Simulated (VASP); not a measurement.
Here is a VASP 6.6.1 calculation.

Contents of INCAR:

```
SYSTEM = Ti
  PREC = Accurate
  ENCUT = 520
  EDIFF = 1E-6
  ISMEAR = 1
  SIGMA = 0.1
  LREAL = .FALSE.
  LASPH = .TRUE.
  NELM = 100
  ALGO = Normal
  ISIF = 2
  LWAVE = .FALSE.
  LCHARG = .FALSE.
  GGA = PS
  NBANDS = 12
```

File KPOINTS:

```
Automatic mesh
0
G
  13 13 13
  0 0 0
```

File POSCAR:

```
Ti
1.0
   -1.6410000000      1.6410000000      1.6410000000
    1.6410000000     -1.6410000000      1.6410000000
    1.6410000000      1.6410000000     -1.6410000000
Ti
1
Direct
    0.0000000000      0.0000000000      0.0000000000
```

Potentials or basis: VASP PAW PBE potentials, release 64 (Ti_sv).

The run is started by

```bash
$ cat potpaw_PBE.64/Ti_sv/POTCAR > POTCAR
$ mpirun -np 1 vasp_std > vasp.out
```

Task: What does it give for the band gap on the k mesh?

Result: Zero (band 6 reaches 8.74 eV, above the bottom of band 7 at 7.22 eV).

Task: Estimate the pressure.

Result: -7.0 GPa.

Caveat: the PAW data sets were made with another functional, which shifts forces and pressure a little.
